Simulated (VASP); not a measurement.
# HgTe (I-4m2) in VASP: further runs

Aim: see how the results for HgTe move with the level of theory and the settings. Levels: r2SCAN, LDA. Tasks: single point.

Program: VASP 6.6.1. These are calculated values, not measurements. Logs are shortened: lines on timing, memory, paths and dates and some standing lists are left out, and cuts for length are marked.

## Step 1: The cell of the first run

Symmetry: I-4m2, No. 119, tetragonal system. Conventional cell: a = 6.132 Å, b = 6.132 Å, c = 3.139 Å, α = 90.00°, β = 90.00°, γ = 90.00°. Hg (site symmetry -4m2) has 2 Hg at 3.14 Å and 8 Te at 3.16 to 3.87 Å within 4.1 Å. Within 4.1 Å of Te (site symmetry -4m2) lie 2 Te at 3.14 Å and 8 Hg at 3.16 to 3.87 Å.

## Step 2: Single point, r2SCAN

POSCAR reads:

```
HgTe
1.0
   -3.0657731441      3.0657731441      1.5697375195
    3.0657731441     -3.0657731441      1.5697375195
    3.0657731441      3.0657731441     -1.5697375195
Hg Te
1 1
Direct
    0.7500000000      0.2500000000      0.5000000000
    0.0000000000      0.0000000000      0.0000000000
```

INCAR.step1 reads:

```
ALGO = Normal ; EDIFF = 1E-4
ENCUT = 520 ; GGA = PE
ISMEAR = -1 ; LASPH = True
LCHARG = False ; LREAL = False
LWAVE = True ; NBANDS = 16
NELM = 60 ; PREC = Accurate
SIGMA = 0.05
```

INCAR.step2 reads:

```
ALGO = Normal ; EDIFF = 1E-7
ENCUT = 520 ; ISIF = 2
ISMEAR = -1 ; ISTART = 1
LASPH = True ; LCHARG = False
LMIXTAU = True ; LREAL = False
LWAVE = False ; METAGGA = R2SCAN
NBANDS = 16 ; NELM = 60
PREC = Accurate ; SIGMA = 0.05
```

KPOINTS reads:

```
k-points
0
Gamma
  10 10 10
```

Potentials or basis: VASP PAW PBE potentials, release 64 (Hg, Te).

On the command line:

```
cat potpaw_PBE.64/Hg/POTCAR potpaw_PBE.64/Te/POTCAR > POTCAR
cp INCAR.step1 INCAR
mpirun -np 1 vasp_std > vasp.out
cp INCAR.step2 INCAR
mpirun -np 1 vasp_std > vasp.out
```

OUTCAR:

```text
EDIFF = 1E-7
   ENCUT = 520
   ISIF = 2
   ISMEAR = -1
   ISTART = 1
   LASPH = True
   LREAL = False
   METAGGA = R2SCAN
   NELM = 60
   PREC = Accurate

 ion  position               nearest neighbor table
   1  0.750  0.250  0.500-   2 3.16   2 3.16   2 3.16   2 3.16
   2  0.000  0.000  0.000-   1 3.16   1 3.16   1 3.16   1 3.16

  LATTYP: Found a body centered tetragonal cell.
 ALAT       =     6.1315462882
 C/A-ratio  =     0.5120201156

  Lattice vectors:

 A1 = (  -3.0657731441,   3.0657731441,   1.5697375195)
 A2 = (   3.0657731441,  -3.0657731441,   1.5697375195)
 A3 = (   3.0657731441,   3.0657731441,  -1.5697375195)

Analysis of symmetry for initial positions (statically):
=====================================================================
 Subroutine PRICEL returns:
 Original cell was already a primitive cell.

 Routine SETGRP: Setting up the symmetry group for a
 body centered tetragonal supercell.

 Subroutine GETGRP returns: Found  8 space group operations
 (whereof  8 operations were pure point group operations)
 out of a pool of 16 trial point group operations.

The static configuration has the point symmetry D_2d.

Analysis of symmetry for dynamics (positions and initial velocities):
=====================================================================
 Subroutine PRICEL returns:
 Original cell was already a primitive cell.

 Routine SETGRP: Setting up the symmetry group for a
 body centered tetragonal supercell.

 Subroutine GETGRP returns: Found  8 space group operations
 (whereof  8 operations were pure point group operations)
 out of a pool of 16 trial point group operations.

The dynamic configuration has the point symmetry D_2d.

 Subroutine INISYM returns: Found  8 space group operations
 (whereof  8 operations are pure point group operations),
 and found     1 'primitive' translations

----------------------------------------------------------------------------------------

                                     Primitive cell

  volume of cell :      59.0156

  direct lattice vectors                    reciprocal lattice vectors
    -3.065773144  3.065773144  1.569737520     0.000000000  0.163090997  0.318524590
     3.065773144 -3.065773144  1.569737520     0.163090997  0.000000000  0.318524590
     3.065773144  3.065773144 -1.569737520     0.163090997  0.163090997  0.000000000
[... 76 lines left out ...]
   ISTART =      1    job   : 0-new  1-cont  2-samecut
   ICHARG =      0    charge: 1-file 2-atom 10-const
   ISPIN  =      1    spin polarized calculation?
   LNONCOLLINEAR =      F non collinear calculations
   LSORBIT =      F    spin-orbit coupling
   LASPH  =      T    aspherical Exc in radial PAW
   ENCUT  =  520.0 eV  38.22 Ry    6.18 a.u.   8.57  8.57  8.57*2*pi/ulx,y,z
   NELM   =     60;   NELMIN=  2; NELMDL=  0     # of ELM steps
   EDIFF  = 0.1E-06   stopping-criterion for ELM
   LREAL  =      F    real-space projection
   EDIFFG = 0.1E-05   stopping-criterion for IOM
   NSW    =      0    number of steps for IOM
   IBRION =     -1    ionic relax: 0-MD 1-quasi-New 2-CG
   NFREE  =      0    steps in history (QN), initial steepest desc. (CG)
   ISIF   =      2    stress and relaxation
   ISYM   =      2    0-nonsym 1-usesym 2-fastsym
   POTIM  = 0.5000    time-step for ionic-motion
   TEBEG  =    0.0;   TEEND  =   0.0 temperature during run
   PSTRESS=    0.0 pullay stress
   NELECT =      18.0000    total number of electrons
   NUPDOWN=      -1.0000    fix difference up-down
   EMIN   =  10.00;   EMAX   =-10.00  energy-range for DOS
   EFERMI =   0.00;   METHOD = LEGACY
   ISMEAR =    -1;   SIGMA  =   0.05  broadening in eV -4-tet -1-fermi 0-gaus
   EFERMI_NEDOS =   21; number of points for ismear=-14 and -15
   IALGO  =     38    algorithm
   IMIX   =      4    mixing-type and parameters
     AMIX     =   0.40;   BMIX     =  1.00
     AMIX_MAG =   1.60;   BMIX_MAG =  1.00
  volume/ion in A,a.u.               =      29.51       199.13
  Fermi-wavevector in a.u.,A,eV,Ry     =   1.101987  2.082454 16.522593  1.214376
  Thomas-Fermi vector in A             =   2.238423
   LORBIT       =      0    0 simple, 1 ext, 2 COOP (PROOUT), +10 PAW based schemes
   METAGGA = R2SCAN    functional components
   LHFCALC =     F    Hartree Fock is set to
   AEXX    =    0.0000 exact exchange contribution
   IVDW    =     0    specifies the selected vdW correction
   LEPSILON=     F    determine dielectric tensor
   LRPA    =     F    only Hartree local field effects (RPA)
 non-spin polarized calculation
  energy-cutoff  :      520.00
  volume of cell :       59.02
 maximum number of plane-waves:      1614
 NGX is ok and might be reduce to    36
   NGX = 17   NGY = 17   NGZ = 17

 number of electron      18.0000003 magnetization

 Free energy of the ion-electron system (eV)
  ---------------------------------------------------
  ext. energy  EPLUGINS =         0.00000000
  ---------------------------------------------------
  free energy    TOTEN  =       -74.70185450 eV

  energy without entropy =      -74.69217378  energy(sigma->0) =      -74.69701414

 E-fermi :   4.0855     XC(G=0): -10.2443

 val. band max:        4.0695190515   @ k =  -0.3000  -0.4000   0.1000
 cond. band min:       4.1095939228   @ k =   0.5000   0.0000  -0.0000
 fundamental gap:      0.0400748713
 Fermi energy:         4.0854743980

 k-point     1 :       0.0000    0.0000    0.0000
  band No.  band energies     occupation
      1      -8.7067      2.00000
      2      -3.6366      2.00000
      3      -2.9187      2.00000
      4      -2.8598      2.00000
      5      -2.4722      2.00000
      6      -2.4722      2.00000
[... 433 lines left out ...]
      3      -2.9796      2.00000
      4      -2.7847      2.00000
      5      -2.7060      2.00000
      6      -2.6985      2.00000
[... 8 lines left out ...]
     15      14.4529      0.00000
     16      15.6149      0.00000

 [... further k-points ...]
[... 5 lines left out ...]
  --------------------------------------------------------------------------------------
  -------------------------------------------------------------------------------------
  Total       -1.1837711     -1.1837711      0.4160615      0.0000000     -0.0000000      0.0000000
  in kB      -32.1374375    -32.1374375     11.2953862      0.0000000     -0.0000000      0.0000000
  external PRESSURE =     -17.6598296 kB  Pullay stress =       0.0000000 kB

 VOLUME and BASIS-vectors are now :
 -----------------------------------------------------------------------------
  energy-cutoff  :      520.00
  volume of cell :       59.02
      direct lattice vectors                 reciprocal lattice vectors
    -3.065773144  3.065773144  1.569737520     0.000000000  0.163090997  0.318524590
     3.065773144 -3.065773144  1.569737520     0.163090997  0.000000000  0.318524590
     3.065773144  3.065773144 -1.569737520     0.163090997  0.163090997  0.000000000

 POSITION                                       TOTAL-FORCE (eV/Angst)
 -----------------------------------------------------------------------------------
     -0.00000      3.06577      0.78487        -0.000000      0.000000      0.000000
      0.00000      0.00000      0.00000         0.000000     -0.000000     -0.000000
 -----------------------------------------------------------------------------------
    total drift:                               -0.000000      0.000000     -0.000000

  FREE ENERGIE OF THE ION-ELECTRON SYSTEM (eV)
  ---------------------------------------------------
  free  energy   TOTEN  =       -74.7018544959 eV

  energy  without entropy=      -74.6921737799  energy(sigma->0) =      -74.69701414
```

OSZICAR.step1:

```text
N       E                     dE             d eps       ncg     rms          rms(c)
DAV:   1     0.978918194676E+02    0.97892E+02   -0.78047E+03  3264   0.968E+02
DAV:   2    -0.423588471075E+00   -0.98315E+02   -0.91364E+02  3856   0.227E+02
DAV:   3    -0.339721738236E+01   -0.29736E+01   -0.29658E+01  4080   0.394E+01
DAV:   4    -0.341053713203E+01   -0.13320E-01   -0.13319E-01  4104   0.284E+00
DAV:   5    -0.341069791580E+01   -0.16078E-03   -0.16078E-03  4216   0.315E-01    0.698E+00
DAV:   6    -0.324695288999E+01    0.16375E+00   -0.33198E-01  3816   0.682E+00    0.484E+00
DAV:   7    -0.324490540260E+01    0.20475E-02   -0.38717E-02  3912   0.141E+00    0.183E+00
DAV:   8    -0.324447096679E+01    0.43444E-03   -0.37481E-03  3752   0.635E-01    0.237E-01
DAV:   9    -0.324449785577E+01   -0.26889E-04   -0.39687E-04  4256   0.194E-01
   1 F= -.32444979E+01 E0= -.32395508E+01  d E =-.989417E-02
```

Wall time 4.6 min (1 thread of Intel Xeon Platinum 8488C (Sapphire Rapids), shared host); peak memory 0.28 GiB.

What came out:

```yaml
Free_energy: -74.7019 eV
Pressure: -1.8 GPa
Band_gap_on_the_k_mesh: zero (bands 9 and 10 overlap by 3.38 eV)
```

Levels at points of the mesh, in eV from the Fermi level:
| k point | band 7 | band 8 | band 9 | band 10 | band 11 | band 12 |
| --- | --- | --- | --- | --- | --- | --- |
| (0.00, 0.00, 0.00) | -3.41 | -2.50 | -2.50 | 3.61 | 5.00 | 7.28 |
| (0.50, 0.00, 0.00) | -4.69 | -2.04 | -1.16 | 0.02 | 3.39 | 4.18 |
| (0.50, 0.50, 0.00) | -6.28 | -1.01 | 1.50 | 2.36 | 3.04 | 3.69 |
| (0.50, 0.50, 0.50) | -4.41 | -4.34 | -4.34 | 3.27 | 7.72 | 8.46 |

Caveat: the PAW data sets were made with another functional, which shifts forces and pressure a little; spin-orbit coupling is left out, which moves the levels of the heavy elements.

## Step 3: Single point, r2SCAN

This run uses another cell than the first one, of 30.09 Å³/atom.

POSCAR reads:

```
HgTe
1.0
   -3.0856813198      3.0856813198      1.5799309059
    3.0856813198     -3.0856813198      1.5799309059
    3.0856813198      3.0856813198     -1.5799309059
Hg Te
1 1
Direct
    0.7500000000      0.2500000000      0.5000000000
    0.0000000000      0.0000000000      0.0000000000
```

INCAR.step1 reads:

```
SYSTEM = HgTe
PREC = Accurate ; ENCUT = 520
ISMEAR = -1 ; SIGMA = 0.05
LREAL = .FALSE. ; LASPH = .TRUE.
NELM = 60 ; NBANDS = 16
GGA = PE ; ALGO = Normal
EDIFF = 1E-4 ; LWAVE = .TRUE.
LCHARG = .FALSE.
```

INCAR.step2 reads:

```
SYSTEM = HgTe
PREC = Accurate ; ENCUT = 520
EDIFF = 1E-6 ; ISMEAR = -1
SIGMA = 0.05 ; LREAL = .FALSE.
LASPH = .TRUE. ; NELM = 60
ALGO = Normal ; ISIF = 2
LWAVE = .FALSE. ; LCHARG = .TRUE.
METAGGA = R2SCAN ; LMIXTAU = .TRUE.
LELF = .TRUE. ; LVHAR = .TRUE.
NBANDS = 16 ; ISTART = 1
```

KPOINTS reads:

```
regular mesh
0
G
  10 10 10
  0 0 0
```

Potentials or basis: VASP PAW PBE potentials, release 64 (Hg, Te).

On the command line:

```
cat potpaw_PBE.64/Hg/POTCAR potpaw_PBE.64/Te/POTCAR > POTCAR
cp INCAR.step1 INCAR
mpirun -np 1 vasp_std > vasp.out
cp INCAR.step2 INCAR
mpirun -np 1 vasp_std > vasp.out
```

OUTCAR:

```text
SYSTEM = HgTe
   PREC = Accurate
   ENCUT = 520
   EDIFF = 1E-6
   ISMEAR = -1
   LREAL = .FALSE.
   LASPH = .TRUE.
   NELM = 60
   ISIF = 2
   METAGGA = R2SCAN
   ISTART = 1

 ion  position               nearest neighbor table
   1  0.750  0.250  0.500-   2 3.19   2 3.19   2 3.19   2 3.19
   2  0.000  0.000  0.000-   1 3.19   1 3.19   1 3.19   1 3.19

  LATTYP: Found a body centered tetragonal cell.
 ALAT       =     6.1713626396
 C/A-ratio  =     0.5120201155

  Lattice vectors:

 A1 = (  -3.0856813198,   3.0856813198,   1.5799309059)
 A2 = (   3.0856813198,  -3.0856813198,   1.5799309059)
 A3 = (   3.0856813198,   3.0856813198,  -1.5799309059)

Analysis of symmetry for initial positions (statically):
=====================================================================
 Subroutine PRICEL returns:
 Original cell was already a primitive cell.

 Routine SETGRP: Setting up the symmetry group for a
 body centered tetragonal supercell.

[... 156 lines left out ...]

 Free energy of the ion-electron system (eV)
  ---------------------------------------------------
  ext. energy  EPLUGINS =         0.00000000
  ---------------------------------------------------
  free energy    TOTEN  =       -74.68685853 eV

  energy without entropy =      -74.67741302  energy(sigma->0) =      -74.68213578

 E-fermi :   3.8721     XC(G=0): -10.1450

 val. band max:        3.8667547079   @ k =  -0.3000  -0.4000   0.1000
 cond. band min:       3.9253356025   @ k =   0.5000   0.0000   0.0000
 fundamental gap:      0.0585808945
 Fermi energy:         3.8720957454

 k-point     1 :       0.0000    0.0000    0.0000
  band No.  band energies     occupation
      1      -8.7851      2.00000
      2      -3.7516      2.00000
      3      -3.0561      2.00000
      4      -3.0018      2.00000
      5      -2.6344      2.00000
      6      -2.6344      2.00000
[... 433 lines left out ...]
      3      -3.1145      2.00000
      4      -2.9307      2.00000
      5      -2.8591      2.00000
      6      -2.8489      2.00000
[... 8 lines left out ...]
     15      14.1719      0.00000
     16      15.3342      0.00000

 [... further k-points ...]
[... 5 lines left out ...]
  --------------------------------------------------------------------------------------
  -------------------------------------------------------------------------------------
  Total       -1.4237730     -1.4237730      0.0741056      0.0000000     -0.0000000      0.0000000
  in kB      -37.9097652    -37.9097652      1.9731560      0.0000000     -0.0000000      0.0000000
  external PRESSURE =     -24.6154581 kB  Pullay stress =       0.0000000 kB

 VOLUME and BASIS-vectors are now :
 -----------------------------------------------------------------------------
  energy-cutoff  :      520.00
  volume of cell :       60.17
      direct lattice vectors                 reciprocal lattice vectors
    -3.085681320  3.085681320  1.579930906     0.000000000  0.162038768  0.316469536
     3.085681320 -3.085681320  1.579930906     0.162038768  0.000000000  0.316469536
     3.085681320  3.085681320 -1.579930906     0.162038768  0.162038768  0.000000000

 POSITION                                       TOTAL-FORCE (eV/Angst)
 -----------------------------------------------------------------------------------
     -0.00000      3.08568      0.78997        -0.000000      0.000000      0.000000
      0.00000      0.00000      0.00000         0.000000     -0.000000     -0.000000
 -----------------------------------------------------------------------------------
    total drift:                                0.000000     -0.000000     -0.000000

  FREE ENERGIE OF THE ION-ELECTRON SYSTEM (eV)
  ---------------------------------------------------
  free  energy   TOTEN  =       -74.6868585344 eV

  energy  without entropy=      -74.6774130161  energy(sigma->0) =      -74.68213578
```

OUTCAR.step1:

```text
SYSTEM = HgTe
   PREC = Accurate
   ENCUT = 520
   ISMEAR = -1
   LREAL = .FALSE.
   LASPH = .TRUE.
[... 677 lines left out ...]
     -0.00000      3.08568      0.78997         0.000000     -0.000000      0.000000
      0.00000      0.00000      0.00000        -0.000000      0.000000     -0.000000
 -----------------------------------------------------------------------------------
    total drift:                               -0.000000      0.000000     -0.000000

  FREE ENERGIE OF THE ION-ELECTRON SYSTEM (eV)
  ---------------------------------------------------
  free  energy   TOTEN  =        -3.2368363911 eV

  energy  without entropy=       -3.2271082562  energy(sigma->0) =       -3.23197232
```

Run time: 3.7 min. Hardware: 1 thread of Intel Xeon Platinum 8488C (Sapphire Rapids), shared host; peak memory 0.28 GiB.

Results:

- Free energy: -74.6869 eV
- Pressure: -2.5 GPa
- Band gap on the k mesh: zero (bands 9 and 10 overlap by 3.28 eV)

Stress tensor (GPa, compression positive):
```
-3.79  0.00  0.00
 0.00 -3.79  0.00
 0.00  0.00  0.20
```

Caveat: the PAW data sets were made with another functional, which shifts forces and pressure a little; spin-orbit coupling is left out, which moves the levels of the heavy elements.

(Part 1 of 3 ends here.)
